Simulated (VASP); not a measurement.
The system is GaSb.

```
Sb Ga
1.0
     0.00000    3.07926    3.07926
     3.07926    0.00000    3.07926
     3.07926    3.07926    0.00000
Sb Ga
1 1
Cartesian
  4.6189 4.6189 4.6189
  0.0000 0.0000 0.0000
```

Base run:

- Program: VASP 6.6.1
- Functional: BLYP
- Dispersion: D4
- Potentials or basis: VASP PAW PBE potentials, release 64 (Sb, Ga_d)
- Cutoff: 520 eV
- k mesh: 8 × 8 × 8
- Occupations: fermi-dirac, width 0.05 eV
- Spin: no spin polarisation

Its results: band gap on the k mesh zero (filled and empty bands touch); pressure -0.4 GPa.

The run is repeated on the same cell with these changes: functional from BLYP to revPBE. What comes out?

Band gap on the k mesh zero (filled and empty bands touch); pressure -1.5 GPa.

Caveats: the PAW data sets were made with another functional, which shifts forces and pressure a little; spin-orbit coupling is left out, which moves the levels of the heavy elements; pairwise dispersion overbinds metals, which lowers pressure and volume.
